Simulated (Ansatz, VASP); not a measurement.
# Two plane-wave programs on ZnSe

```xyz
2
Lattice="0.0000 2.8203 2.8203 2.8203 0.0000 2.8203 2.8203 2.8203 0.0000" Properties=species:S:1:pos:R:3 pbc="T T T"
Zn    0.0000    0.0000    0.0000
Se    4.2304    4.2304    4.2304
```

Alike in both runs: task single point; functional LDA; k mesh 10 × 10 × 10; occupations gaussian, width 0.05 eV; no spin polarisation.

|  | VASP | Ansatz |
| --- | --- | --- |
| version | VASP 6.6.1 | Ansatz 0.2.0 |
| potentials or method | VASP PAW LDA potentials, release 64 (Zn, Se), cutoff 520 eV | scalar-relativistic, plane waves, PAW |
| valence electrons in the cell | 18 | 28 |

|  | VASP | Ansatz | Ansatz less VASP |
| --- | --- | --- | --- |
| gap on the k mesh at the Fermi level (eV) | 1.13 | 1.09 | -0.040 |
| least direct gap on the mesh (eV) | 1.13 | 1.09 | -0.040 |
| pressure (GPa) | -2.2 | -2.6 | -0.33 |

Ansatz warns that its potentials were made for another functional, while VASP's fit it. LDA's correlation is that of Perdew and Zunger in VASP and of Perdew and Wang (1992) in Ansatz. VASP's potentials hold 18 valence electrons a cell and Ansatz's 28, so a difference there can come from the potentials and not from the codes.
